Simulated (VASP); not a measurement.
A run of VASP 6.6.1:

Contents of INCAR:

```
PREC = Accurate
ENCUT = 600
EDIFF = 1E-7
ISMEAR = -1
SIGMA = 0.05
LREAL = False
LASPH = True
NELM = 100
ALGO = Normal
ISIF = 8
LWAVE = False
LCHARG = False
GGA = CA
IBRION = 2
NSW = 80
EDIFFG = -0.01
```

File KPOINTS:

```
Automatic mesh
0
Gamma
  5 5 5
```

The input POSCAR:

```
LuSc
1.0
    4.7700000000      0.0000000000      0.0000000000
    0.0000000000      4.7700000000      0.0000000000
    0.0000000000      0.0000000000      4.7700000000
Lu Sc
2 2
Direct
    0.0000000000      0.0000000000      0.0000000000
    0.0000000000      0.5000000000      0.5000000000
    0.5000000000      0.0000000000      0.5000000000
    0.5000000000      0.5000000000      0.0000000000
```

Potentials or basis: VASP PAW PBE potentials, release 64 (Lu, Sc_sv).

Launch:

```bash
$ cat potpaw_PBE.64/Lu/POTCAR potpaw_PBE.64/Sc_sv/POTCAR > POTCAR
$ mpirun -np 1 vasp_std > vasp.out
```

Hardware: 1 thread of Intel(R) Xeon(R) 6975P-C (Granite Rapids), on a shared host.

Question: Estimate the wall time of this run.

Answer: It took 3.6 min on 1 thread of Intel(R) Xeon(R) 6975P-C (Granite Rapids), with other jobs on the host, peak memory 0.25 GiB. Counts: scf iterations 59, k points 18, ion steps 4.
